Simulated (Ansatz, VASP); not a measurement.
**One calculation of Au, two programs**

```
CELL_PARAMETERS angstrom
0.00000 1.81060 1.81060
1.81060 0.00000 1.81060
1.81060 1.81060 0.00000
ATOMIC_POSITIONS crystal
Au 0.00000 0.00000 0.00000
```

Change from the starting cell: volume scaled by 0.698, to set the pressure.

Alike in both runs: task single point; functional PBEsol; k mesh 18 × 18 × 18; occupations fermi-dirac, width 0.08 eV; no spin polarisation.

```csv
,VASP,Ansatz
version,VASP 6.6.1,Ansatz 0.2.0
potentials or method,"VASP PAW PBE potentials, release 64 (Au)","PAW with Ansatz's default frozen-core files, scalar-relativistic"
plane-wave cutoff (eV),500,420
valence electrons in the cell,11,19
```

```tsv
	VASP	Ansatz	Ansatz less VASP
pressure (GPa)	172.7	172.0	-0.66
```

VASP's potentials were made for PBE, not for PBEsol. Both programs put the cell under a high pressure, so it lies far from rest at this level. With one functional, cell and mesh, what is left measures potentials, basis and numerics. VASP's potentials hold 11 valence electrons a cell and Ansatz's 19, so a difference there can come from the potentials and not from the codes.

Neither program's run includes spin-orbit coupling. Noted on VASP's run: the cell as given lies far from equilibrium.
